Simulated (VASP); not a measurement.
# Sn: single point with LDA

The system is Sn.

```
CELL_PARAMETERS angstrom
0.00000 3.29428 3.24560
3.24560 0.00000 3.24560
3.24560 3.29428 0.00000
ATOMIC_POSITIONS crystal
Sn 0.50000 0.50000 0.50000
Sn 0.75000 0.75000 0.75000
```

This cell differs from its parent crystal: strain +0.0150 x Voigt [0, 1, 0, 0, 0, 0].

| Item | Value |
| --- | --- |
| Program | VASP 6.6.1 |
| Task | single point |
| Functional | LDA |
| Potentials or basis | VASP PAW LDA potentials, release 64 (Sn_d) |
| Cutoff | 520 eV |
| k mesh | 12 × 12 × 12 |
| Occupations | gaussian, width 0.15 eV |
| Spin | no spin polarisation |
| Dipole correction | no |
| Further INCAR settings | ALGO = Fast; EDIFF = 1e-06; NBANDS = 21 |

```yaml
Pressure: -1.0 GPa
Band_gap_on_the_k_mesh: zero (bands 14 and 15 overlap by 0.25 eV)
```

Stress tensor (GPa, compression positive):
```
-0.86  0.00  0.00
 0.00 -1.33  0.00
 0.00  0.00 -0.86
```

Levels at points of the mesh, in eV from the Fermi level:
```
           k point  band 12  band 13  band 14  band 15  band 16  band 17
(0.00, 0.00, 0.00)    -0.89     0.04     0.14     0.14     2.14     2.14
(0.50, 0.00, 0.00)    -6.26    -1.13    -1.02    -0.12     3.20     3.26
(0.50, 0.50, 0.00)    -7.47    -2.42    -2.42     0.77     0.77     7.56
(0.50, 0.00, 0.50)    -7.52    -2.34    -2.34     0.86     0.86     7.55
```

Wall time 4 min on 1 thread of Intel(R) Xeon(R) Platinum 8259CL CPU @ 2.50GHz (Skylake/Cascade Lake) (shared host), peak memory 0.3 GiB.

Caveat: the cell differs from its parent crystal (strain +0.0150 x Voigt [0, 1, 0, 0, 0, 0]); spin-orbit coupling is left out, which moves the levels of the heavy elements.
